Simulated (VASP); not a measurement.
Here is a VASP 6.6.1 calculation.

Contents of INCAR:

```
PREC = Accurate
ENCUT = 600
EDIFF = 1E-6
ISMEAR = -1
SIGMA = 0.08
LREAL = False
LASPH = True
NELM = 100
ALGO = Normal
ISIF = 3
LWAVE = False
LCHARG = False
GGA = PE
IBRION = 2
NSW = 60
EDIFFG = -0.005
```

File KPOINTS:

```
Automatic mesh
0
Gamma
  15 15 15
```

The input POSCAR:

```
SiNi
1.0
    0.0000000000      2.3024851496      2.3024851496
    2.3024851496      0.0000000000      2.3024851496
    2.3024851496      2.3024851496      0.0000000000
Ni Si
1 1
Direct
    0.0000000000      0.0000000000      0.0000000000
    0.5000000000      0.5000000000      0.5000000000
```

Potentials or basis: VASP PAW PBE potentials, release 64 (Ni, Si).

Run with:

```sh
$ cat potpaw_PBE.64/Ni/POTCAR potpaw_PBE.64/Si/POTCAR > POTCAR
$ mpirun -np 1 vasp_std > vasp.out
```

(1) What does it give for the relaxed cell?

(2) Predict the relaxed volume.

(3) Predict the space group after relaxing (to 0.1 Å).

Answers

(1) a = 3.351 Å, b = 3.351 Å, c = 3.351 Å, α = 60.00°, β = 60.00°, γ = 60.00°.

(2) 13.30 Å³/atom.

(3) Fm-3m (No. 225).
